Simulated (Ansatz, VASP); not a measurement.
**Rh in VASP and in Ansatz**

```
CELL_PARAMETERS angstrom
0.00000 1.89000 1.89000
1.89000 0.00000 1.89000
1.89000 1.89000 0.00000
ATOMIC_POSITIONS crystal
Rh 0.00000 0.00000 0.00000
```

Alike in both runs: task single point; functional PBEsol; dispersion D4; k mesh 8 × 8 × 8; occupations gaussian, width 0.1 eV; no spin polarisation.

```csv
,VASP,Ansatz
version,VASP 6.6.1,Ansatz 0.2.0
potentials or method,"VASP PAW PBE potentials, release 64 (Rh_pv), cutoff 500 eV","scalar-relativistic, plane waves, PAW"
valence electrons in the cell,15,17
```

Ansatz gave:

| Property | Result |
| --- | --- |
| gap on the k mesh at the Fermi level (eV) | none |
| pressure (GPa) | -4.3 |

**Question.** Estimate VASP's values.

**Answer.** gap on the k mesh at the Fermi level (eV): none; pressure (GPa): -4.4.

VASP's potentials were made for PBE, not for PBEsol, and Ansatz warns of the same on its side. A gap of «none» marks a metal or a gap that the smearing closes. VASP's potentials hold 15 valence electrons a cell and Ansatz's 17, so a difference there can come from the potentials and not from the codes.
